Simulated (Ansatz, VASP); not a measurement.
## One calculation of MgO, two programs

```
CELL_PARAMETERS angstrom
0.01054 2.11241 2.11241
2.11241 0.01054 2.11241
2.11241 2.11241 0.01054
ATOMIC_POSITIONS crystal
Mg 0.00000 0.00000 0.00000
O 0.50000 0.50000 0.50000
```

Change from the starting cell: equal xy, yz and zx engineering shears of +0.5 %.

Alike in both runs: functional PBEsol; k mesh 10 × 10 × 10; no spin polarisation.

Ansatz relaxed the structure, and its values are those at the end. VASP's run is a single point on that final structure, the one shown.

|  | VASP | Ansatz |
| --- | --- | --- |
| version | VASP 6.6.1 | Ansatz 0.2.0 |
| potentials or method | VASP PAW PBE potentials, release 64 (Mg, O), cutoff 520 eV | all-electron LAPW, scalar-relativistic |
| occupations | gaussian, width 0.01 eV | fixed |

|  | VASP | Ansatz | Ansatz less VASP |
| --- | --- | --- | --- |
| gap on the k mesh at the Fermi level (eV) | 4.60 | 4.60 | +0.002 |
| pressure (GPa) | -0.5 | 0.1 | +0.61 |

VASP's potentials were made for PBE, not for PBEsol. Ansatz ran all-electron here, and VASP with PAW potentials.
